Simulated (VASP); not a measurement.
Wanted: the native input for a VASP 6.6.1 run.

```
Task                   : single point
Functional             : LDA
Potentials or basis    : VASP PAW LDA potentials, release 64 (Na_pv, Ga_d)
Cutoff                 : 520 eV
k mesh                 : 12 × 12 × 12
Occupations            : gaussian, width 0.1 eV
Spin                   : no spin polarisation
Dipole correction      : no
Further INCAR settings : ALGO = Fast; EDIFF = 1e-06; NBANDS = 38
```

The structure of NaGa4 lies in POSCAR:

```
NaGa4
1.0
   -2.0619205593      2.0619205593      5.5016350510
    2.0619205593     -2.0619205593      5.5016350510
    2.0619205593      2.0619205593     -5.5016350510
Na Ga
1 4
Direct
    0.0000000000      0.0000000000      0.0000000000
    0.3896212998      0.3896212998      0.0000000000
    0.6103787002      0.6103787002      0.0000000000
    0.7500000000      0.2500000000      0.5000000000
    0.2500000000      0.7500000000      0.5000000000
```

These files were run (other wordings do the same):

INCAR

```
PREC = Accurate
ENCUT = 520
EDIFF = 1E-6
ISMEAR = 0
SIGMA = 0.1
LREAL = F
LASPH = T
NELM = 80
ALGO = Fast
ISIF = 2
LWAVE = F
LCHARG = T
GGA = CA
LELF = T
LVHAR = T
NBANDS = 38
```

KPOINTS

```
Automatic mesh
0
Gamma
  12 12 12
```

Potentials or basis: VASP PAW LDA potentials, release 64 (Na_pv, Ga_d).

Command:

```console
$ cat potpaw_LDA.64/Na_pv/POTCAR potpaw_LDA.64/Ga_d/POTCAR > POTCAR
$ mpirun -np 1 vasp_std > vasp.out
```

It gave:

The pressure is 0.2 GPa. The largest force is 0.004 eV/Å. The band gap on the k mesh is zero (an odd number of electrons rules out a gap without spin polarisation).

Wall time 9.3 min on 1 thread of Intel(R) Xeon(R) Platinum 8559C (Emerald Rapids), on a shared host, peak memory 0.55 GiB.
